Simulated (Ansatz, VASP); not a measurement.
# Two plane-wave programs on MnSb

The input INCAR:

```
  PREC = Accurate
  ENCUT = 520
  EDIFF = 1E-6
  ISMEAR = -1
  SIGMA = 0.08
  LREAL = False
  LASPH = True
  NELM = 150
  ALGO = Normal
  ISIF = 2
  LWAVE = False
  LCHARG = False
  ISPIN = 2
  MAGMOM = 4 0
  LORBIT = 11
  LMAXMIX = 4
  GGA = PE
  NBANDS = 20
```

KPOINTS

```
regular mesh
0
Gamma
  12 12 12
```

Contents of POSCAR:

```
MnSb
1.0
    0.0000000000      2.9701477034      2.9701477034
    2.9701477034      0.0000000000      2.9701477034
    2.9701477034      2.9701477034      0.0000000000
Mn Sb
1 1
Direct
    0.0000000000      0.0000000000      0.0000000000
    0.5000000000      0.5000000000      0.5000000000
```

Input for Ansatz:

```yaml
crystal:
  lattice:
    - [0.0, 2.9701477034, 2.9701477034]
    - [2.9701477034, 0.0, 2.9701477034]
    - [2.9701477034, 2.9701477034, 0.0]
  atoms:
    - { symbol: Mn, position: [0.0, 0.0, 0.0], spin: 4.0 }
    - { symbol: Sb, position: [0.5, 0.5, 0.5] }
magnetization:
  spin_polarized: true
kpoints:
  mp_grid: { grid: [12, 12, 12] }
scf:
  occupations: { method: fermi_dirac, width: 0.08 }
hamiltonian:
  xc: pbe
  pseudopotentials: { kind: paw }
output:
  forces: true
  stress: true
  eigenvalues: true
  populations: true
```

Change from the starting cell: volume scaled by 1.2, PAW files.

Alike in both runs: task single point; functional PBE; k mesh 12 × 12 × 12; occupations fermi-dirac, width 0.08 eV; collinear spin.

```csv
,VASP,Ansatz
version,VASP 6.6.1,Ansatz 0.2.0
potentials or method,"VASP PAW PBE potentials, release 64 (Mn_pv, Sb)","PAW with Ansatz's default frozen-core files, scalar-relativistic"
plane-wave cutoff (eV),520,420
valence electrons in the cell,18,30
```

VASP gave:

| Property | Result |
| --- | --- |
| pressure (GPa) | -7.9 |
| net moment per atom (μB) | 2.01 |
| size of the moment on the site where the two differ most (μB) | 4.01 |

What did Ansatz give for the same quantities?

Pressure (GPa): -7.8; net moment per atom (μB): 2.01; size of the moment on the site where the two differ most (μB): 4.12.

Site moments also hang on the region over which each program counts them. VASP's potentials hold 18 valence electrons a cell and Ansatz's 30, so a difference there can come from the potentials and not from the codes.

Spin-orbit coupling is off throughout.
